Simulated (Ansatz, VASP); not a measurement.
NaN in VASP and in Ansatz

```
CELL_PARAMETERS angstrom
2.84992 0.00000 0.00000
0.00000 2.88216 0.00000
0.00000 0.00000 30.52141
ATOMIC_POSITIONS crystal
Na 0.00000 0.00000 0.23233
Na 0.50000 0.50000 0.35742
N 0.00000 0.50000 0.29329
N 0.50000 0.00000 0.29646
```

Change from the starting cell: species swapped into a sheet of the CuTe type.

Alike in both runs: functional PBE; k mesh 16 × 16 × 1; occupations gaussian, width 0.1 eV; no spin polarisation.

Ansatz relaxed the structure, and its values are those at the end. VASP's run is a single point on that final structure, the one shown.

|  | VASP | Ansatz |
| --- | --- | --- |
| version | VASP 6.6.1 | Ansatz 0.2.0 |
| potentials or method | VASP PAW PBE potentials, release 64 (Na_pv, N), cutoff 520 eV | scalar-relativistic, plane waves, PAW |
| valence electrons in the cell | 24 | 28 |

Ansatz gave:

```
gap on the k mesh at the Fermi level (eV) : none
rms of the force components (eV/Å)        : 0.000
```

Problem. Which values does VASP return?

Solution. gap on the k mesh at the Fermi level (eV): none; rms of the force components (eV/Å): 0.010.

A gap of «none» marks a metal or a gap that the smearing closes. VASP's potentials hold 24 valence electrons a cell and Ansatz's 28, so a difference there can come from the potentials and not from the codes.
